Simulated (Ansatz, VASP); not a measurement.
One calculation of Ga4SeS3, two programs

INCAR

```
SYSTEM = Ga4SeS3
ALGO = Normal
EDIFF = 1E-7
EDIFFG = -0.002
ENCUT = 500
GGA = PS
GGA_COMPAT = .False.
IBRION = 2
ISIF = 3
ISMEAR = 0
IVDW = 12
LASPH = .True.
LCHARG = .False.
LREAL = .False.
LWAVE = .False.
NELM = 120
NELMIN = 4
NSW = 100
PREC = Accurate
SIGMA = 0.02
```

File KPOINTS:

```
k-points
0
Gamma
  9 9 2
  0 0 0
```

The input POSCAR:

```
Ga4SeS3
1.0
    3.5819380060     -0.0000000028      0.0000000000
   -1.7909690005      3.1020493094      0.0000000000
    0.0000000000      0.0000000000     15.2209439702
Ga Se S
4 1 3
Direct
    0.3333333333      0.6666666667      0.3328750149
    0.6666666667      0.3333333333      0.8231234677
    0.6666666667      0.3333333333      0.6646746867
    0.3333333333      0.6666666667      0.1740169645
    0.3333333333      0.6666666667      0.9043160986
    0.6666666667      0.3333333333      0.4027644927
    0.6666666667      0.3333333333      0.1037106280
    0.3333333333      0.6666666667      0.5945186469
```

Input for Ansatz:

```yaml
crystal:
  lattice:
    - [3.581938006, -2.8e-09, 0.0]
    - [-1.7909690005, 3.1020493094, 0.0]
    - [0.0, 0.0, 15.2209439702]
  atoms:
    - { symbol: Ga, position: [0.3333333333, 0.6666666667, 0.3328750149] }
    - { symbol: Ga, position: [0.6666666667, 0.3333333333, 0.8231234677] }
    - { symbol: Ga, position: [0.6666666667, 0.3333333333, 0.6646746867] }
    - { symbol: Ga, position: [0.3333333333, 0.6666666667, 0.1740169645] }
    - { symbol: Se, position: [0.3333333333, 0.6666666667, 0.9043160986] }
    - { symbol: S, position: [0.6666666667, 0.3333333333, 0.4027644927] }
    - { symbol: S, position: [0.6666666667, 0.3333333333, 0.103710628] }
    - { symbol: S, position: [0.3333333333, 0.6666666667, 0.5945186469] }
basis:
  ecutwfc: 420
kpoints:
  mp_grid: { grid: [9, 9, 2] }
hamiltonian:
  xc: pbesol
  dispersion: d3bj
  pseudopotentials: { kind: paw }
scf:
  occupations: { method: gaussian, width: 0.02 }
output:
  forces: true
  stress: true
  eigenvalues: true
relax:
  adjacent_minimum: "off"
  f_tol: 0.002
  max_steps: 80
  cell: { stress_tol: 0.02 }
```

Alike in both runs: task relaxation of cell and atoms; functional PBEsol; dispersion D3(BJ); k mesh 9 × 9 × 2; occupations gaussian, width 0.02 eV; no spin polarisation.

|  | VASP | Ansatz |
| --- | --- | --- |
| version | VASP 6.6.1 | Ansatz 0.2.0 |
| potentials or method | VASP PAW PBE potentials, release 64 (Ga_d, Se, S), cutoff 500 eV | scalar-relativistic, plane waves, PAW |
| valence electrons in the cell | 76 | 86 |

```tsv
	VASP	Ansatz	Ansatz less VASP
gap on the k mesh at the Fermi level, each at its own relaxed structure (eV)	1.21	1.19	-0.016
relaxed volume (Å³/atom)	20.98	21.00	+0.017
relaxed cell length with the largest relative difference (Å)	3.576	3.578	+0.0016
```

VASP's potentials were made for PBE, not for PBEsol. VASP's potentials hold 76 valence electrons a cell and Ansatz's 86, so a difference there can come from the potentials and not from the codes.
